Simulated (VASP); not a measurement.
# CdS (F-43m) in VASP: notebook

The runs below take CdS through single point, with PBE.

Program: VASP 6.6.1. These are calculated values, not measurements. Logs are shortened: lines on timing, memory, paths and dates and some standing lists are left out, and cuts for length are marked.

## 1. The cell of the first run

The structure is cubic, space group F-43m (No. 216). The conventional cell has a = 5.926 Å, b = 5.926 Å, c = 5.926 Å, α = 90.00°, β = 90.00°, γ = 90.00°. Within 3.4 Å of Cd (site symmetry -43m) lie 4 S at 2.57 Å. S (site symmetry -43m) has 4 Cd at 2.57 Å within 3.4 Å.

## 2. Single point, PBE

File INCAR:

```
SYSTEM = CdS
PREC     = Accurate       ! precision mode
ENCUT    = 520            ! plane-wave cutoff, eV
EDIFF    = 1E-6           ! SCF threshold, eV
ISMEAR   = 0              ! smearing method
SIGMA    = 0.02           ! smearing width, eV
LREAL    = .False.        ! projectors in reciprocal space
LASPH    = .True.         ! aspherical terms in the spheres
NELM     = 60             ! most SCF steps
ALGO     = Normal         ! electronic algorithm
ISIF     = 2              ! what is computed and relaxed
LWAVE    = .False.        ! write WAVECAR
LCHARG   = .True.         ! write CHGCAR
GGA      = PE             ! functional
LELF     = .True.         ! ELF
LVHAR    = .True.       
NBANDS   = 16             ! bands
```

File KPOINTS:

```
regular mesh
0
Gamma
  8 8 8
  0 0 0
```

File POSCAR:

```
CdS
1.0
    0.0000000000      2.9632110671      2.9632110671
    2.9632110671      0.0000000000      2.9632110671
    2.9632110671      2.9632110671      0.0000000000
Cd S
1 1
Direct
    0.0000000000      0.0000000000      0.0000000000
    0.2500000000      0.2500000000      0.2500000000
```

Potentials or basis: VASP PAW PBE potentials, release 64 (Cd, S).

Run with:

```sh
$ cat potpaw_PBE.64/Cd/POTCAR potpaw_PBE.64/S/POTCAR > POTCAR
$ mpirun -np 1 vasp_std > vasp.out
```

OUTCAR:

```text
SYSTEM = CdS
   PREC = Accurate
   ENCUT = 520
   EDIFF = 1E-6
   ISMEAR = 0
   LREAL = .False.
   LASPH = .True.
   NELM = 60
   ISIF = 2
   GGA = PE

 ion  position               nearest neighbor table
   1  0.000  0.000  0.000-   2 2.57   2 2.57   2 2.57   2 2.57
   2  0.250  0.250  0.250-   1 2.57   1 2.57   1 2.57   1 2.57

  LATTYP: Found a face centered cubic cell.
 ALAT       =     5.9264221342

  Lattice vectors:

 A1 = (   0.0000000000,   2.9632110671,   2.9632110671)
 A2 = (   2.9632110671,   0.0000000000,   2.9632110671)
 A3 = (   2.9632110671,   2.9632110671,   0.0000000000)

Analysis of symmetry for initial positions (statically):
=====================================================================
 Subroutine PRICEL returns:
 Original cell was already a primitive cell.

 Routine SETGRP: Setting up the symmetry group for a
 face centered cubic supercell.

 Subroutine GETGRP returns: Found 24 space group operations
 (whereof 24 operations were pure point group operations)
 out of a pool of 48 trial point group operations.

The static configuration has the point symmetry T_d .

Analysis of symmetry for dynamics (positions and initial velocities):
=====================================================================
 Subroutine PRICEL returns:
 Original cell was already a primitive cell.

 Routine SETGRP: Setting up the symmetry group for a
 face centered cubic supercell.

 Subroutine GETGRP returns: Found 24 space group operations
 (whereof 24 operations were pure point group operations)
 out of a pool of 48 trial point group operations.

The dynamic configuration has the point symmetry T_d .

 Subroutine INISYM returns: Found 24 space group operations
 (whereof 24 operations are pure point group operations),
 and found     1 'primitive' translations

----------------------------------------------------------------------------------------

                                     Primitive cell

  volume of cell :      52.0377

  direct lattice vectors                    reciprocal lattice vectors
     0.000000000  2.963211067  2.963211067    -0.168735871  0.168735871  0.168735871
     2.963211067  0.000000000  2.963211067     0.168735871 -0.168735871  0.168735871
     2.963211067  2.963211067  0.000000000     0.168735871  0.168735871 -0.168735871

  length of vectors
     4.190613279  4.190613279  4.190613279     0.292259101  0.292259101  0.292259101

  position of ions in fractional coordinates (direct lattice)
     0.000000000  0.000000000  0.000000000
     0.250000000  0.250000000  0.250000000

[... 77 lines left out ...]
   LREAL  =      F    real-space projection
   EDIFFG = 0.1E-04   stopping-criterion for IOM
   NSW    =      0    number of steps for IOM
   IBRION =     -1    ionic relax: 0-MD 1-quasi-New 2-CG
   NFREE  =      0    steps in history (QN), initial steepest desc. (CG)
   ISIF   =      2    stress and relaxation
   ISYM   =      2    0-nonsym 1-usesym 2-fastsym
   POTIM  = 0.5000    time-step for ionic-motion
   TEBEG  =    0.0;   TEEND  =   0.0 temperature during run
   PSTRESS=    0.0 pullay stress
   NELECT =      18.0000    total number of electrons
   NUPDOWN=      -1.0000    fix difference up-down
   EMIN   =  10.00;   EMAX   =-10.00  energy-range for DOS
   EFERMI =   0.00;   METHOD = LEGACY
   ISMEAR =     0;   SIGMA  =   0.02  broadening in eV -4-tet -1-fermi 0-gaus
   EFERMI_NEDOS =   21; number of points for ismear=-14 and -15
   IALGO  =     38    algorithm
   IMIX   =      4    mixing-type and parameters
     AMIX     =   0.40;   BMIX     =  1.00
     AMIX_MAG =   1.60;   BMIX_MAG =  1.00
  volume/ion in A,a.u.               =      26.02       175.58
  Fermi-wavevector in a.u.,A,eV,Ry     =   1.149193  2.171660 17.968469  1.320645
  Thomas-Fermi vector in A             =   2.285864
   LORBIT       =      0    0 simple, 1 ext, 2 COOP (PROOUT), +10 PAW based schemes
   GGA     = PE    functional components
   LHFCALC =     F    Hartree Fock is set to
   AEXX    =    0.0000 exact exchange contribution
   IVDW    =     0    specifies the selected vdW correction
   LEPSILON=     F    determine dielectric tensor
   LRPA    =     F    only Hartree local field effects (RPA)
 non-spin polarized calculation
 Gauss-broadening in eV      SIGMA  =   0.02
  energy-cutoff  :      520.00
  volume of cell :       52.04
 maximum number of plane-waves:      1424
   NGX = 15   NGY = 15   NGZ = 15

 number of electron      18.0000001 magnetization

 Free energy of the ion-electron system (eV)
  ---------------------------------------------------
  ext. energy  EPLUGINS =         0.00000000
  ---------------------------------------------------
  free energy    TOTEN  =        -6.14717198 eV

  energy without entropy =       -6.14717198  energy(sigma->0) =       -6.14717198

 E-fermi :   1.0617     XC(G=0):  -8.9283

 val. band max:        0.9181979644   @ k =   0.0000   0.0000   0.0000
 cond. band min:       1.9619241329   @ k =   0.0000   0.0000   0.0000
 fundamental gap:      1.0437261685
 Fermi energy:         1.0616990761

 k-point     1 :       0.0000    0.0000    0.0000
  band No.  band energies     occupation
      1     -11.1707      2.00000
      2      -6.6503      2.00000
      3      -6.6503      2.00000
      4      -6.6503      2.00000
      5      -6.2329      2.00000
      6      -6.2329      2.00000
[... 433 lines left out ...]
      3      -6.4727      2.00000
      4      -6.2534      2.00000
      5      -6.2091      2.00000
      6      -5.7930      2.00000
[... 8 lines left out ...]
     15      13.0886      0.00000
     16      13.9316      0.00000

 [... further k-points ...]

------------------------ aborting loop because EDIFF is reached ----------------------------------------

  FORCE on cell =-STRESS in cart. coord.  units (eV):
  Direction    XX          YY          ZZ          XY          YZ          ZX
  --------------------------------------------------------------------------------------
  -------------------------------------------------------------------------------------
  Total        0.0962712      0.0962712      0.0962712      0.0000000     -0.0000000     -0.0000000
  in kB        2.9640757      2.9640757      2.9640757      0.0000000     -0.0000000     -0.0000000
  external PRESSURE =       2.9640757 kB  Pullay stress =       0.0000000 kB

 VOLUME and BASIS-vectors are now :
 -----------------------------------------------------------------------------
  energy-cutoff  :      520.00
  volume of cell :       52.04
      direct lattice vectors                 reciprocal lattice vectors
     0.000000000  2.963211067  2.963211067    -0.168735871  0.168735871  0.168735871
     2.963211067  0.000000000  2.963211067     0.168735871 -0.168735871  0.168735871
     2.963211067  2.963211067  0.000000000     0.168735871  0.168735871 -0.168735871

 POSITION                                       TOTAL-FORCE (eV/Angst)
 -----------------------------------------------------------------------------------
      0.00000      0.00000      0.00000        -0.000000     -0.000000      0.000000
      1.48161      1.48161      1.48161         0.000000      0.000000     -0.000000
 -----------------------------------------------------------------------------------
    total drift:                               -0.000000     -0.000000     -0.000000

  FREE ENERGIE OF THE ION-ELECTRON SYSTEM (eV)
  ---------------------------------------------------
  free  energy   TOTEN  =        -6.1471719817 eV

  energy  without entropy=       -6.1471719817  energy(sigma->0) =       -6.14717198
```

stdout:

```text
POSCAR found type information on POSCAR CdS
 POSCAR found :  2 types and       2 ions
 scaLAPACK will be used
 LDA part: xc-table for (Slater+PW92), standard interpolation
 POSCAR, INCAR and KPOINTS ok, starting setup
 FFT: planning ... GRIDC
 FFT: planning ... GRID_SOFT
 FFT: planning ... GRID
 WAVECAR not read
 entering main loop
```

Wall time 15 s (1 thread of AMD EPYC 9R14 (Zen 4), shared host); peak memory 0.15 GiB.

What came out:

- Free energy: -6.1472 eV
- Pressure: 0.3 GPa
- Band gap on the k mesh: 1.04 eV, direct

Levels at points of the mesh, in eV from the valence-band top:
```
           k point  band 5  band 6  band 7  band 8  band 9  band 10  band 11  band 12  band 13  band 14
(0.00, 0.00, 0.00)   -7.15   -7.15    0.00    0.00    0.00     1.04     6.55     6.55     6.55    11.18
(0.50, 0.00, 0.00)   -7.12   -6.81   -4.12   -0.69   -0.69     2.94     7.01     7.01     7.33    10.94
(0.50, 0.50, 0.00)   -7.08   -6.75   -3.75   -1.72   -1.72     3.63     4.28     9.04    10.49    10.49
```

A hybrid or GW would open this gap; PBE tends to underestimate it.

## 3. Single point, PBE

File INCAR:

```
  PREC = Accurate
  ENCUT = 520
  EDIFF = 1E-6
  ISMEAR = 0
  SIGMA = 0.02
  LREAL = False
  LASPH = True
  NELM = 60
  ALGO = Normal
  ISIF = 2
  LWAVE = False
  LCHARG = False
  GGA = PE
  NBANDS = 16
```

File KPOINTS:

```
Automatic mesh
0
Gamma
  8 8 8
```

POSCAR is that of step 2.

Potentials or basis: VASP PAW PBE potentials, release 64 (Cd, S).

Run with:

```sh
$ cat potpaw_PBE.64/Cd/POTCAR potpaw_PBE.64/S/POTCAR > POTCAR
$ mpirun -np 1 vasp_std > vasp.out
```

OUTCAR:

```text
PREC = Accurate
   ENCUT = 520
   EDIFF = 1E-6
   ISMEAR = 0
   LREAL = False
   LASPH = True
   NELM = 60
   ISIF = 2
   GGA = PE

 ion  position               nearest neighbor table
   1  0.000  0.000  0.000-   2 2.57   2 2.57   2 2.57   2 2.57
   2  0.250  0.250  0.250-   1 2.57   1 2.57   1 2.57   1 2.57

  LATTYP: Found a face centered cubic cell.
 ALAT       =     5.9264221342

  Lattice vectors:

 A1 = (   0.0000000000,   2.9632110671,   2.9632110671)
 A2 = (   2.9632110671,   0.0000000000,   2.9632110671)
 A3 = (   2.9632110671,   2.9632110671,   0.0000000000)

Analysis of symmetry for initial positions (statically):
=====================================================================
 Subroutine PRICEL returns:
 Original cell was already a primitive cell.

 Routine SETGRP: Setting up the symmetry group for a
 face centered cubic supercell.

 Subroutine GETGRP returns: Found 24 space group operations
 (whereof 24 operations were pure point group operations)
 out of a pool of 48 trial point group operations.

The static configuration has the point symmetry T_d .

Analysis of symmetry for dynamics (positions and initial velocities):
=====================================================================
 Subroutine PRICEL returns:
 Original cell was already a primitive cell.

 Routine SETGRP: Setting up the symmetry group for a
 face centered cubic supercell.

 Subroutine GETGRP returns: Found 24 space group operations
 (whereof 24 operations were pure point group operations)
 out of a pool of 48 trial point group operations.

The dynamic configuration has the point symmetry T_d .

 Subroutine INISYM returns: Found 24 space group operations
 (whereof 24 operations are pure point group operations),
 and found     1 'primitive' translations

----------------------------------------------------------------------------------------

                                     Primitive cell
[... 109 lines left out ...]
   IMIX   =      4    mixing-type and parameters
     AMIX     =   0.40;   BMIX     =  1.00
     AMIX_MAG =   1.60;   BMIX_MAG =  1.00
  volume/ion in A,a.u.               =      26.02       175.58
  Fermi-wavevector in a.u.,A,eV,Ry     =   1.149193  2.171660 17.968469  1.320645
  Thomas-Fermi vector in A             =   2.285864
   LORBIT       =      0    0 simple, 1 ext, 2 COOP (PROOUT), +10 PAW based schemes
   GGA     = PE    functional components
   LHFCALC =     F    Hartree Fock is set to
   AEXX    =    0.0000 exact exchange contribution
   IVDW    =     0    specifies the selected vdW correction
   LEPSILON=     F    determine dielectric tensor
   LRPA    =     F    only Hartree local field effects (RPA)
 non-spin polarized calculation
 Gauss-broadening in eV      SIGMA  =   0.02
  energy-cutoff  :      520.00
  volume of cell :       52.04
 maximum number of plane-waves:      1424
   NGX = 15   NGY = 15   NGZ = 15

 number of electron      18.0000001 magnetization

 Free energy of the ion-electron system (eV)
  ---------------------------------------------------
  ext. energy  EPLUGINS =         0.00000000
  ---------------------------------------------------
  free energy    TOTEN  =        -6.14717198 eV

  energy without entropy =       -6.14717198  energy(sigma->0) =       -6.14717198

 E-fermi :   1.0617     XC(G=0):  -8.9283

 val. band max:        0.9181979644   @ k =   0.0000   0.0000   0.0000
 cond. band min:       1.9619241329   @ k =   0.0000   0.0000   0.0000
 fundamental gap:      1.0437261685
 Fermi energy:         1.0616990761

 k-point     1 :       0.0000    0.0000    0.0000
  band No.  band energies     occupation
      1     -11.1707      2.00000
      2      -6.6503      2.00000
      3      -6.6503      2.00000
      4      -6.6503      2.00000
      5      -6.2329      2.00000
      6      -6.2329      2.00000
[... 433 lines left out ...]
      3      -6.4727      2.00000
      4      -6.2534      2.00000
      5      -6.2091      2.00000
      6      -5.7930      2.00000
[... 8 lines left out ...]
     15      13.0886      0.00000
     16      13.9316      0.00000

 [... further k-points ...]

------------------------ aborting loop because EDIFF is reached ----------------------------------------

  FORCE on cell =-STRESS in cart. coord.  units (eV):
  Direction    XX          YY          ZZ          XY          YZ          ZX
  --------------------------------------------------------------------------------------
  -------------------------------------------------------------------------------------
  Total        0.0962712      0.0962712      0.0962712      0.0000000     -0.0000000     -0.0000000
  in kB        2.9640757      2.9640757      2.9640757      0.0000000     -0.0000000     -0.0000000
  external PRESSURE =       2.9640757 kB  Pullay stress =       0.0000000 kB

 VOLUME and BASIS-vectors are now :
 -----------------------------------------------------------------------------
  energy-cutoff  :      520.00
  volume of cell :       52.04
      direct lattice vectors                 reciprocal lattice vectors
     0.000000000  2.963211067  2.963211067    -0.168735871  0.168735871  0.168735871
     2.963211067  0.000000000  2.963211067     0.168735871 -0.168735871  0.168735871
     2.963211067  2.963211067  0.000000000     0.168735871  0.168735871 -0.168735871

 POSITION                                       TOTAL-FORCE (eV/Angst)
 -----------------------------------------------------------------------------------
      0.00000      0.00000      0.00000        -0.000000     -0.000000      0.000000
      1.48161      1.48161      1.48161         0.000000      0.000000     -0.000000
 -----------------------------------------------------------------------------------
    total drift:                               -0.000000     -0.000000     -0.000000

  FREE ENERGIE OF THE ION-ELECTRON SYSTEM (eV)
  ---------------------------------------------------
  free  energy   TOTEN  =        -6.1471719817 eV

  energy  without entropy=       -6.1471719817  energy(sigma->0) =       -6.14717198
```

OSZICAR:

```text
N       E                     dE             d eps       ncg     rms          rms(c)
DAV:   1     0.105405379672E+03    0.10541E+03   -0.89573E+03   968   0.102E+03
DAV:   2    -0.243044600441E+01   -0.10784E+03   -0.10087E+03  1160   0.246E+02
DAV:   3    -0.667198778358E+01   -0.42415E+01   -0.42332E+01  1152   0.509E+01
DAV:   4    -0.669980926703E+01   -0.27821E-01   -0.27819E-01  1184   0.403E+00
DAV:   5    -0.670020612670E+01   -0.39686E-03   -0.39685E-03  1168   0.452E-01    0.733E+00
DAV:   6    -0.616447397693E+01    0.53573E+00   -0.86625E-01  1392   0.112E+01    0.600E+00
DAV:   7    -0.614679408013E+01    0.17680E-01   -0.18509E-01  1160   0.294E+00    0.299E+00
DAV:   8    -0.614699103643E+01   -0.19696E-03   -0.16241E-02  1072   0.157E+00    0.272E-01
DAV:   9    -0.614694650287E+01    0.44534E-04   -0.18975E-03  1160   0.612E-01    0.616E-02
DAV:  10    -0.614709022648E+01   -0.14372E-03   -0.24241E-04  1120   0.149E-01    0.719E-02
DAV:  11    -0.614717885502E+01   -0.88629E-04   -0.14686E-04  1128   0.899E-02    0.276E-02
DAV:  12    -0.614717103557E+01    0.78194E-05   -0.22382E-05  1224   0.574E-02    0.935E-03
DAV:  13    -0.614717204196E+01   -0.10064E-05   -0.29107E-06  1120   0.102E-02    0.589E-03
DAV:  14    -0.614717198168E+01    0.60283E-07   -0.24112E-07   944   0.316E-03
   1 F= -.61471720E+01 E0= -.61471720E+01  d E =-.289856E-26
```

Run time: 14 s. Hardware: 1 thread of AMD EPYC 9R14 (Zen 4), shared host; peak memory 0.15 GiB.

What came out:

```
Free energy            : -6.1472 eV
Pressure               : 0.3 GPa
Band gap on the k mesh : 1.04 eV, direct
```

Levels at points of the mesh, in eV from the valence-band top:
```tsv
k point	band 5	band 6	band 7	band 8	band 9	band 10	band 11	band 12	band 13	band 14
(0.00, 0.00, 0.00)	-7.15	-7.15	0.00	0.00	0.00	1.04	6.55	6.55	6.55	11.18
(0.50, 0.00, 0.00)	-7.12	-6.81	-4.12	-0.69	-0.69	2.94	7.01	7.01	7.33	10.94
(0.50, 0.50, 0.00)	-7.08	-6.75	-3.75	-1.72	-1.72	3.63	4.28	9.04	10.49	10.49
```

## 4. Single point, PBE (volume scaled by 1.03)

File INCAR:

```
ALGO = Normal
EDIFF = 1E-6
ENCUT = 520
GGA = PE
ISIF = 2
ISMEAR = 0
LASPH = T
LCHARG = F
LREAL = F
LWAVE = F
NBANDS = 16
NELM = 60
PREC = Accurate
SIGMA = 0.02
```

File KPOINTS:

```
k-points
0
Gamma
  8 8 8
```

File POSCAR:

```
CdS
1.0
    0.0000000000      2.9925516987      2.9925516987
    2.9925516987      0.0000000000      2.9925516987
    2.9925516987      2.9925516987      0.0000000000
Cd S
1 1
Direct
    0.0000000000      0.0000000000      0.0000000000
    0.2500000000      0.2500000000      0.2500000000
```

Run with:

```sh
$ cat potpaw_PBE.64/Cd/POTCAR potpaw_PBE.64/S/POTCAR > POTCAR
$ mpirun -np 1 vasp_std > vasp.out
```

Wall time 13 s (1 thread of AMD EPYC 9R14 (Zen 4), shared host); peak memory 0.15 GiB.

The run converged. Its results:

| Property | Result |
| --- | --- |
| Free energy | -6.1427 eV |
| Pressure | -1.2 GPa |
| Band gap on the k mesh | 0.98 eV, direct |

Levels at points of the mesh, in eV from the valence-band top:
```tsv
k point	band 6	band 7	band 8	band 9	band 10	band 11	band 12	band 13
(0.00, 0.00, 0.00)	-7.10	0.00	0.00	0.00	0.98	6.55	6.55	6.55
(0.50, 0.00, 0.00)	-6.79	-3.96	-0.65	-0.65	2.89	6.99	6.99	7.23
(0.50, 0.50, 0.00)	-6.73	-3.62	-1.63	-1.63	3.67	4.23	8.92	10.32
```

(Continued in part 2 of 2.)
